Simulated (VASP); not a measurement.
InAs:

```
In As
1.0
     0.00000    3.01800    3.01800
     3.01800    0.00000    3.01800
     3.01800    3.01800    0.00000
In As
1 1
Direct
  0.00000 0.00000 0.00000
  0.75000 0.75000 0.75000
```

| Quantity | Value |
| --- | --- |
| Program | VASP 6.6.1 |
| Task | relaxation of cell and atoms |
| Functional | PBE |
| Potentials or basis | VASP PAW PBE potentials, release 64 (In_d, As) |
| Cutoff | 600 eV |
| k mesh | 8 × 8 × 8 |
| Occupations | fermi-dirac, width 0.05 eV |
| Spin | no spin polarisation |

At the start: pressure 4.4 GPa; volume 27.49 Å³/atom.

Question: How do energy, volume and symmetry change on relaxing?

Answer: Over 5 steps the energy falls by 27.3 meV/atom and the volume is 29.63 Å³/atom (+7.8 %); space group F-43m (No. 216, to 0.05 Å).

The path:
```tsv
step	energy change (eV)	largest force (eV/Å)	pressure (GPa)	volume (Å³)
1	0.0000	0.0000	4.38	54.98
2	-0.0458	0.0000	-1.45	61.18
3	-0.0546	0.0000	0.03	59.26
4	-0.0546	0.0000	-0.06	59.34
5	-0.0546	0.0000	0.02	59.26
```

Final structure:
```
In As
1.0
     0.00000    3.09439    3.09439
     3.09439    0.00000    3.09439
     3.09439    3.09439    0.00000
In As
1 1
Direct
  0.00000 0.00000 0.00000
  0.75000 0.75000 0.75000
```
